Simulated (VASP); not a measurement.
# Ca (Pm-3n) in VASP: further runs, part 2 of 2

VASP 6.6.1. Earlier steps stand in the parts before.

### 3 Single point, revPBE

INCAR

```
ALGO = Normal
EDIFF = 1E-6
ENCUT = 520
GGA = RE
ISIF = 2
ISMEAR = -1
LASPH = True
LCHARG = False
LREAL = False
LWAVE = False
NBANDS = 50
NELM = 100
PREC = Accurate
SIGMA = 0.1
```

KPOINTS

```
k-points
0
Gamma
  5 5 5
```

POSCAR

```
Ca
1.0
    7.0793654208      0.0000000000      0.0000000000
    0.0000000000      7.0793654208      0.0000000000
    0.0000000000      0.0000000000      7.0793654208
Ca
8
Direct
    1.0000000000      1.0000000000      0.0000000000
    0.5000000000      0.5000000000      0.5000000000
    0.2500000000      1.0000000000      0.5000000000
    0.7500000000      1.0000000000      0.5000000000
    0.5000000000      0.2500000000      0.0000000000
    0.5000000000      0.7500000000      1.0000000000
    0.0000000000      0.5000000000      0.2500000000
    1.0000000000      0.5000000000      0.7500000000
```

Potentials or basis: VASP PAW PBE potentials, release 64 (Ca_sv).

Launch:

```console
$ cat potpaw_PBE.64/Ca_sv/POTCAR > POTCAR
$ mpirun -np 1 vasp_std > vasp.out
```

OUTCAR:

```text
EDIFF = 1E-6
   ENCUT = 520
   GGA = RE
   ISIF = 2
   ISMEAR = -1
   LASPH = True
   LREAL = False
   NELM = 100
   PREC = Accurate

 ion  position               nearest neighbor table
   1  0.000  0.000  0.000-
   2  0.500  0.500  0.500-
   3  0.250  0.000  0.500-
   4  0.750  0.000  0.500-
   5  0.500  0.250  0.000-
   6  0.500  0.750  0.000-
   7  0.000  0.500  0.250-
   8  0.000  0.500  0.750-

  LATTYP: Found a simple cubic cell.
 ALAT       =     7.0793654208

  Lattice vectors:

 A1 = (   7.0793654208,   0.0000000000,   0.0000000000)
 A2 = (   0.0000000000,   7.0793654208,   0.0000000000)
 A3 = (   0.0000000000,   0.0000000000,   7.0793654208)

Analysis of symmetry for initial positions (statically):
=====================================================================
 Subroutine PRICEL returns:
 Original cell was already a primitive cell.

 Routine SETGRP: Setting up the symmetry group for a
 simple cubic supercell.

 Subroutine GETGRP returns: Found 48 space group operations
 (whereof 24 operations were pure point group operations)
 out of a pool of 48 trial point group operations.

The static configuration has the point symmetry T_h .
 The point group associated with its full space group is O_h .

Analysis of symmetry for dynamics (positions and initial velocities):
=====================================================================
 Subroutine PRICEL returns:
 Original cell was already a primitive cell.

 Routine SETGRP: Setting up the symmetry group for a
 simple cubic supercell.

[... 117 lines left out ...]
   ISMEAR =    -1;   SIGMA  =   0.10  broadening in eV -4-tet -1-fermi 0-gaus
   EFERMI_NEDOS =   21; number of points for ismear=-14 and -15
   IALGO  =     38    algorithm
   IMIX   =      4    mixing-type and parameters
     AMIX     =   0.40;   BMIX     =  1.00
     AMIX_MAG =   1.60;   BMIX_MAG =  1.00
  volume/ion in A,a.u.               =      44.35       299.29
  Fermi-wavevector in a.u.,A,eV,Ry     =   0.996423  1.882967 13.508669  0.992859
  Thomas-Fermi vector in A             =   2.128511
   LORBIT       =      0    0 simple, 1 ext, 2 COOP (PROOUT), +10 PAW based schemes
   GGA     = RE    functional components
   LHFCALC =     F    Hartree Fock is set to
   AEXX    =    0.0000 exact exchange contribution
   IVDW    =     0    specifies the selected vdW correction
   LEPSILON=     F    determine dielectric tensor
   LRPA    =     F    only Hartree local field effects (RPA)
 non-spin polarized calculation
  energy-cutoff  :      520.00
  volume of cell :      354.80
 maximum number of plane-waves:      9627
 NGX is ok and might be reduce to    54
   NGX = 27   NGY = 27   NGZ = 27

 number of electron      80.0000001 magnetization

 Free energy of the ion-electron system (eV)
  ---------------------------------------------------
  ext. energy  EPLUGINS =         0.00000000
  ---------------------------------------------------
  free energy    TOTEN  =       -13.93883271 eV

  energy without entropy =      -13.64503276  energy(sigma->0) =      -13.79193274

 E-fermi :   1.8724     XC(G=0):  -7.4819

 val. band max:        1.8721604333   @ k =   0.2000   0.2000   0.0000
 cond. band min:       1.9041388693   @ k =   0.2000   0.2000   0.0000
 fundamental gap:      0.0319784360
 Fermi energy:         1.8723519563

 k-point     1 :       0.0000    0.0000    0.0000
  band No.  band energies     occupation
      1     -40.3704      2.00000
      2     -40.3637      2.00000
      3     -40.3637      2.00000
      4     -40.3593      2.00000
      5     -40.3556      2.00000
      6     -40.3487      2.00000
[... 519 lines left out ...]
     49       3.1572      0.00001
     50       3.1676      0.00000

------------------------ aborting loop because EDIFF is reached ----------------------------------------

  FORCE on cell =-STRESS in cart. coord.  units (eV):
  Direction    XX          YY          ZZ          XY          YZ          ZX
  --------------------------------------------------------------------------------------
  -------------------------------------------------------------------------------------
  Total        0.0408494      0.0408494      0.0408494      0.0000000     -0.0000000     -0.0000000
  in kB        0.1844646      0.1844646      0.1844646      0.0000000     -0.0000000     -0.0000000
  external PRESSURE =       0.1844646 kB  Pullay stress =       0.0000000 kB

 VOLUME and BASIS-vectors are now :
 -----------------------------------------------------------------------------
  energy-cutoff  :      520.00
  volume of cell :      354.80
      direct lattice vectors                 reciprocal lattice vectors
     7.079365421  0.000000000  0.000000000     0.141255599  0.000000000  0.000000000
     0.000000000  7.079365421  0.000000000     0.000000000  0.141255599  0.000000000
     0.000000000  0.000000000  7.079365421     0.000000000  0.000000000  0.141255599

 POSITION                                       TOTAL-FORCE (eV/Angst)
 -----------------------------------------------------------------------------------
      0.00000      0.00000      0.00000        -0.000000     -0.000000     -0.000000
      3.53968      3.53968      3.53968        -0.000000     -0.000000     -0.000000
      1.76984      0.00000      3.53968        -0.000000      0.000000      0.000000
      5.30952      0.00000      3.53968         0.000000      0.000000     -0.000000
      3.53968      1.76984      0.00000         0.000000      0.000000      0.000000
      3.53968      5.30952      0.00000        -0.000000     -0.000000     -0.000000
      0.00000      3.53968      1.76984        -0.000000      0.000000     -0.000000
      0.00000      3.53968      5.30952        -0.000000     -0.000000      0.000000
 -----------------------------------------------------------------------------------
    total drift:                                0.000000      0.000000      0.000000

  FREE ENERGIE OF THE ION-ELECTRON SYSTEM (eV)
  ---------------------------------------------------
  free  energy   TOTEN  =       -13.9388327143 eV

  energy  without entropy=      -13.6450327634  energy(sigma->0) =      -13.79193274
```

OSZICAR:

```text
N       E                     dE             d eps       ncg     rms          rms(c)
DAV:   1     0.842501199434E+03    0.84250E+03   -0.38265E+04  1000   0.145E+03
DAV:   2     0.430922461560E+02   -0.79941E+03   -0.78866E+03  1010   0.454E+02
DAV:   3    -0.553483168607E+01   -0.48627E+02   -0.46649E+02  1448   0.828E+01
DAV:   4    -0.131028709701E+02   -0.75680E+01   -0.74666E+01  1688   0.263E+01
DAV:   5    -0.139334464960E+02   -0.83058E+00   -0.82847E+00  1424   0.643E+00    0.685E+00
DAV:   6    -0.139325053464E+02    0.94115E-03   -0.46651E-01  1296   0.302E+00    0.379E+00
DAV:   7    -0.139393734391E+02   -0.68681E-02   -0.15176E-01  1224   0.258E+00    0.493E-01
DAV:   8    -0.139378429198E+02    0.15305E-02   -0.24760E-02  1320   0.944E-01    0.621E-01
DAV:   9    -0.139386743334E+02   -0.83141E-03   -0.33872E-03  1304   0.284E-01    0.159E-01
DAV:  10    -0.139388754232E+02   -0.20109E-03   -0.49006E-04  1248   0.168E-01    0.989E-02
DAV:  11    -0.139388359310E+02    0.39492E-04   -0.10553E-04  1424   0.660E-02    0.444E-03
DAV:  12    -0.139388327027E+02    0.32283E-05   -0.67043E-06  1184   0.961E-03    0.509E-03
DAV:  13    -0.139388327143E+02   -0.11616E-07   -0.15066E-06   800   0.581E-03
   1 F= -.13938833E+02 E0= -.13791933E+02  d E =-.293800E+00
```

stdout:

```text
POSCAR found type information on POSCAR Ca
 POSCAR found :  1 types and       8 ions
 scaLAPACK will be used
 -----------------------------------------------------------------------------
|                                                                             |
|                                                                             |
|     You enforced a specific xc type in the INCAR file but a different       |
|     I HOPE YOU KNOW WHAT YOU ARE DOING!                                     |
|                                                                             |
 -----------------------------------------------------------------------------

 LDA part: xc-table for (Slater+PW92), standard interpolation
 POSCAR, INCAR and KPOINTS ok, starting setup
 FFT: planning ... GRIDC
 FFT: planning ... GRID_SOFT
 FFT: planning ... GRID
 WAVECAR not read
 entering main loop
```

Run time: 2 min. Hardware: 1 thread of Intel Xeon 6975P-C (Granite Rapids), shared host; peak memory 0.44 GiB.

Results:

- Free energy: -13.9388 eV
- Pressure: 0.0 GPa
- Band gap on the k mesh: zero (bands 40 and 41 overlap by 0.68 eV)

Caveat: the PAW data sets were made with another functional, which shifts forces and pressure a little.
